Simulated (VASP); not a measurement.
Write the native input for VASP 6.6.1 that does the following.

- Task: single point
- Functional: BLYP
- Potentials or basis: VASP PAW PBE potentials, release 64 (Pd)
- Cutoff: 520 eV
- k mesh: 15 × 15 × 15
- Occupations: fermi-dirac, width 0.1 eV
- Spin: no spin polarisation
- Dipole correction: no
- Further INCAR settings: ALGO = Normal; EDIFF = 1e-06; NBANDS = 17

The structure of Pd lies in POSCAR:

```
Pd
1.0
    0.0000000000      2.9669347856      2.9669347856
    2.9669347856      0.0000000000      2.9669347856
    2.9669347856      2.9669347856      0.0000000000
Pd
2
Direct
    0.1250000000      0.1250000000      0.1250000000
    0.8750000000      0.8750000000      0.8750000000
```

One way to write it, as run:

INCAR

```
PREC = Accurate
ENCUT = 520
EDIFF = 1E-6
ISMEAR = -1
SIGMA = 0.1
LREAL = F
LASPH = T
NELM = 80
ALGO = Normal
ISIF = 2
LWAVE = F
LCHARG = F
GGA = B5
ALDAX = 1.0
AGGAX = 1.0
AGGAC = 1.0
ALDAC = 0.0
NBANDS = 17
```

KPOINTS

```
regular mesh
0
Gamma
  15 15 15
```

Potentials or basis: VASP PAW PBE potentials, release 64 (Pd).

Command:

```console
$ cat potpaw_PBE.64/Pd/POTCAR > POTCAR
$ mpirun -np 1 vasp_std > vasp.out
```

It gave:

- Pressure: 0.1 GPa
- Band gap on the k mesh: zero (band 10 reaches 3.76 eV, above the bottom of band 11 at 3.43 eV)

Caveat: the PAW data sets were made with another functional, which shifts forces and pressure a little.

Run time: 48 s on 1 thread of AMD EPYC 9R45 96-Core Processor (Zen 5), on a shared host, peak memory 0.2 GiB.
